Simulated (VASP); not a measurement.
SiGe3:

```
CELL_PARAMETERS angstrom
2.95373 0.00000 0.00000
0.00000 2.95373 0.00000
0.00000 0.00000 8.57042
ATOMIC_POSITIONS crystal
Si 0.50000 0.50000 0.00000
Ge 0.00000 0.00000 0.77900
Ge 0.50000 0.50000 0.50000
Ge 0.00000 0.00000 0.22100
```

```yaml
Program: VASP 6.6.1
Task: relaxation of cell and atoms
Functional: PBE
Potentials_or_basis: VASP PAW PBE potentials, release 64 (Si, Ge_d)
Cutoff: 600 eV
k_mesh: 16 × 16 × 6
Occupations: gaussian, width 0.1 eV
Spin: no spin polarisation
```

At the start: pressure -0.3 GPa; volume 18.69 Å³/atom.

**Question.** How do energy, volume and symmetry change on relaxing?

**Answer.** Over 10 steps the energy falls by 6.5 meV/atom and the volume is 18.48 Å³/atom (-1.2 %); space group P4/mmm (No. 123, to 0.1 Å) before and after.

The path:
```tsv
step	energy change (eV)	largest force (eV/Å)	pressure (GPa)	volume (Å³)
1	0.0000	0.2405	-0.31	74.77
2	-0.0060	0.2222	-0.05	74.38
3	-0.0167	0.1556	0.82	73.23
4	-0.0177	0.1178	1.24	72.71
5	-0.0212	0.0864	1.00	72.94
6	-0.0261	0.0033	0.21	73.66
7	-0.0261	0.0113	0.13	73.72
8	-0.0261	0.0084	0.16	73.70
9	-0.0262	0.0044	0.12	73.77
10	-0.0262	0.0036	0.03	73.91
```

Final structure:
```
Si Ge
1.0
     2.95829    0.00000    0.00000
     0.00000    2.95829    0.00000
     0.00000    0.00000    8.44484
Si Ge
1 3
Direct
  0.50000 0.50000 0.00000
  0.00000 0.00000 0.76768
  0.50000 0.50000 0.50000
  0.00000 0.00000 0.23232
```

Caveat: the highest band is partly filled, so the run has too few bands.
